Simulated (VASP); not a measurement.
# Os in VASP: notebook, part 2 of 2

VASP 6.6.1. The steps go on from the part before.

## 6. Single point, PBEsol

This run uses another cell than the first one, of 14.70 Å³/atom, 1.054 times its volume.

Input file INCAR:

```
ALGO     = Fast           # electronic algorithm
EDIFF    = 1E-7           # SCF threshold, eV
ENCUT    = 520            # plane-wave cutoff, eV
GGA      = PS             # functional
ISIF     = 2              # what is computed and relaxed
ISMEAR   = 0              # smearing method
LASPH    = T              # aspherical terms in the spheres
LCHARG   = T              # write CHGCAR
LELF     = T              # ELF
LREAL    = F              # projectors in reciprocal space
LVHAR    = T            
LWAVE    = F              # write WAVECAR
NBANDS   = 10             # bands
NELM     = 100            # most SCF steps
PREC     = Accurate       # precision mode
SIGMA    = 0.1            # smearing width, eV
```

Input file KPOINTS:

```
k-points
0
Gamma
  10 10 10
```

Input file POSCAR:

```
Os
1.0
   -1.3417474284      1.3417474284      2.0412729763
    1.3417474284     -1.3417474284      2.0412729763
    1.3417474284      1.3417474284     -2.0412729763
Os
1
Direct
    0.0000000000      0.0000000000      0.0000000000
```

Potentials or basis: VASP PAW PBE potentials, release 64 (Os).

Command:

```bash
cat potpaw_PBE.64/Os/POTCAR > POTCAR
mpirun -np 1 vasp_std > vasp.out
```

OUTCAR:

```text
EDIFF = 1E-7
   ENCUT = 520
   GGA = PS
   ISIF = 2
   ISMEAR = 0
   LASPH = T
   LREAL = F
   NELM = 100
   PREC = Accurate

 ion  position               nearest neighbor table
   1  0.000  0.000  0.000-

  LATTYP: Found a body centered tetragonal cell.
 ALAT       =     2.6834948568
 C/A-ratio  =     1.5213541186

  Lattice vectors:

 A1 = (  -1.3417474284,   1.3417474284,   2.0412729763)
 A2 = (   1.3417474284,  -1.3417474284,   2.0412729763)
 A3 = (   1.3417474284,   1.3417474284,  -2.0412729763)

Analysis of symmetry for initial positions (statically):
=====================================================================
 Subroutine PRICEL returns:
 Original cell was already a primitive cell.

 Routine SETGRP: Setting up the symmetry group for a
 body centered tetragonal supercell.

 Subroutine GETGRP returns: Found 16 space group operations
 (whereof 16 operations were pure point group operations)
 out of a pool of 16 trial point group operations.

The static configuration has the point symmetry D_4h.

Analysis of symmetry for dynamics (positions and initial velocities):
=====================================================================
 Subroutine PRICEL returns:
 Original cell was already a primitive cell.

 Routine SETGRP: Setting up the symmetry group for a
 body centered tetragonal supercell.

 Subroutine GETGRP returns: Found 16 space group operations
 (whereof 16 operations were pure point group operations)
 out of a pool of 16 trial point group operations.

The dynamic configuration has the point symmetry D_4h.

 Subroutine INISYM returns: Found 16 space group operations
 (whereof 16 operations are pure point group operations),
 and found     1 'primitive' translations

----------------------------------------------------------------------------------------

                                     Primitive cell

  volume of cell :      14.6995

[... 110 lines left out ...]
   LORBIT       =      0    0 simple, 1 ext, 2 COOP (PROOUT), +10 PAW based schemes
   GGA     = PS    functional components
   LHFCALC =     F    Hartree Fock is set to
   AEXX    =    0.0000 exact exchange contribution
   IVDW    =     0    specifies the selected vdW correction
   LEPSILON=     F    determine dielectric tensor
   LRPA    =     F    only Hartree local field effects (RPA)
 non-spin polarized calculation
 RMM-DIIS sequential band-by-band and
 Gauss-broadening in eV      SIGMA  =   0.10
  energy-cutoff  :      520.00
  volume of cell :       14.70
 maximum number of plane-waves:       408
 NGX is ok and might be reduce to    24
   NGX = 11   NGY = 11   NGZ = 11

 number of electron       8.0000000 magnetization

 Free energy of the ion-electron system (eV)
  ---------------------------------------------------
  ext. energy  EPLUGINS =         0.00000000
  ---------------------------------------------------
  free energy    TOTEN  =       -11.97690784 eV

  energy without entropy =      -11.97060905  energy(sigma->0) =      -11.97375844

 E-fermi :   8.5061     XC(G=0): -13.8694

 val. band max:        8.5021668293   @ k =   0.5000   0.5000   0.1000
 cond. band min:       8.5061720902   @ k =  -0.3000   0.3000   0.1000
 fundamental gap:      0.0040052609
 Fermi energy:         8.5060820431

 k-point     1 :       0.0000    0.0000    0.0000
  band No.  band energies     occupation
      1      -1.9745      2.00000
      2       5.0051      2.00000
      3       6.0316      2.00000
      4       6.0316      2.00000
      5       7.7719      2.00000
      6       9.1423      0.00000
      7      22.8369      0.00000
      8      26.8029      0.00000
      9      29.0543      0.00000
     10      29.0543      0.00000
[... 287 lines left out ...]
 k-point    24 :       0.4000    0.3000    0.0000
  band No.  band energies     occupation
      1       2.6943      2.00000
      2       3.6901      2.00000
      3       6.0707      2.00000
      4       7.9433      2.00000
      5      10.2139      0.00000
      6      14.6981      0.00000
      7      17.4423      0.00000
      8      22.4279      0.00000
      9      25.2709      0.00000
     10      28.7158      0.00000

 [... further k-points ...]

------------------------ aborting loop because EDIFF is reached ----------------------------------------

  FORCE on cell =-STRESS in cart. coord.  units (eV):
  Direction    XX          YY          ZZ          XY          YZ          ZX
  --------------------------------------------------------------------------------------
  -------------------------------------------------------------------------------------
  Total       -0.9809191     -0.9809191     -3.0688092      0.0000000     -0.0000000      0.0000000
  in kB     -106.9156165   -106.9156165   -334.4859274      0.0000000     -0.0000000      0.0000000
  external PRESSURE =    -182.7723868 kB  Pullay stress =       0.0000000 kB

 VOLUME and BASIS-vectors are now :
 -----------------------------------------------------------------------------
  energy-cutoff  :      520.00
  volume of cell :       14.70
      direct lattice vectors                 reciprocal lattice vectors
    -1.341747428  1.341747428  2.041272976     0.000000000  0.372648376  0.244945191
     1.341747428 -1.341747428  2.041272976     0.372648376  0.000000000  0.244945191
     1.341747428  1.341747428 -2.041272976     0.372648376  0.372648376  0.000000000

 POSITION                                       TOTAL-FORCE (eV/Angst)
 -----------------------------------------------------------------------------------
      0.00000      0.00000      0.00000        -0.000000      0.000000      0.000000
 -----------------------------------------------------------------------------------
    total drift:                               -0.000000      0.000000     -0.000000

  FREE ENERGIE OF THE ION-ELECTRON SYSTEM (eV)
  ---------------------------------------------------
  free  energy   TOTEN  =       -11.9769078375 eV

  energy  without entropy=      -11.9706090478  energy(sigma->0) =      -11.97375844
```

stdout:

```text
POSCAR found type information on POSCAR Os
 POSCAR found :  1 types and       1 ions
 scaLAPACK will be used
 -----------------------------------------------------------------------------
|                                                                             |
|                                                                             |
|     You enforced a specific xc type in the INCAR file but a different       |
|     I HOPE YOU KNOW WHAT YOU ARE DOING!                                     |
|                                                                             |
 -----------------------------------------------------------------------------

 LDA part: xc-table for (Slater+PW92), standard interpolation
 POSCAR, INCAR and KPOINTS ok, starting setup
 FFT: planning ... GRIDC
 FFT: planning ... GRID_SOFT
 FFT: planning ... GRID
 WAVECAR not read
 entering main loop
```

Run time: 7.6 s. Hardware: 1 thread of Intel Xeon 6975P-C (Granite Rapids), shared host; peak memory 0.14 GiB.

Results:

```yaml
Free_energy: -11.9769 eV
Pressure: -18.3 GPa
Band_gap_on_the_k_mesh: zero (band 4 reaches 10.82 eV, above the bottom of band 5 at 7.10 eV)
```

Caveat: the PAW data sets were made with another functional, which shifts forces and pressure a little; spin-orbit coupling is left out, which moves the levels of the heavy elements.

## 7. The runs side by side

| task | cell | k mesh | cutoff (eV) | gap on the mesh (eV) | pressure (GPa) |
| --- | --- | --- | --- | --- | --- |
| single point | a = 2.701 Å, angles 120.0, 120.0, 90.0°, 1 atom | 28 × 28 × 28 | 520 | none | 0.5 |
| relaxation of cell and atoms | relaxed from a = 2.697 Å, angles 119.6, 119.6, 90.7°, 1 atom | 28 × 28 × 28 | 600 | none | 0.0 |
| single point | a = 2.713, b = 2.713, c = 7.584 Å, 4 atoms | 6 × 6 × 4 | 520 | none | 0.5 |
| single point | a = 2.702 Å, angles 120.1, 120.1, 89.9°, 1 atom | 8 × 8 × 8 | 520 | none | 0.5 |
| single point | a = 2.787 Å, angles 122.4, 122.4, 85.8°, 1 atom | 10 × 10 × 10 | 520 | none | -18.3 |

Alike in all rows: level PBEsol; potentials or basis VASP PAW PBE potentials, release 64 (Os); no spin polarisation; smearing gaussian 0.1 eV.

Caveats: some runs use coarse meshes; the PAW data sets were made with another functional, which shifts forces and pressure a little; spin-orbit coupling is left out, which moves the levels of the heavy elements.

Total energies depend on the potentials used, so only differences within one code and one set of settings carry meaning.
